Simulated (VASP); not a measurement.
CdS, 2 atoms in the cell. Symmetry: I4/mmm, No. 139, tetragonal system. The conventional cell has a = 3.813 Å, b = 3.813 Å, c = 5.504 Å, α = 90.00°, β = 90.00°, γ = 90.00°. Cd (site symmetry 4/mmm) has 6 S at 2.70 to 2.75 Å within 3.6 Å. Within 3.6 Å of S (site symmetry 4/mmm) lie 6 Cd at 2.70 to 2.75 Å.  This cell differs from its parent crystal: epitaxial xy strain -1.1%.

- Program: VASP 6.6.1
- Task: single point
- Functional: PBE
- Potentials or basis: VASP PAW PBE potentials, release 64 (Cd_sv_GW, S)
- Cutoff: 630 eV
- k mesh: 8 × 8 × 8
- Occupations: fermi-dirac, width 0.02 eV
- Spin: no spin polarisation
- Dipole correction: no
- Further INCAR settings: ALGO = Normal; EDIFF = 1e-06; NBANDS = 20

Potentials or basis: VASP PAW PBE potentials, release 64 (Cd_sv_GW, S).

Launch:

```console
$ cat potpaw_PBE.64/Cd_sv_GW/POTCAR potpaw_PBE.64/S/POTCAR > POTCAR
$ mpirun -np 1 vasp_std > vasp.out
```

Hardware: 1 thread of Intel(R) Xeon(R) 6975P-C (Granite Rapids), with other jobs on the host.

Problem. How long does it take, and how much memory?

Solution. Run time: 21 s on 1 thread of Intel(R) Xeon(R) 6975P-C (Granite Rapids) (shared host), peak memory 0.23 GiB. Counts: scf iterations 13, k points 59.
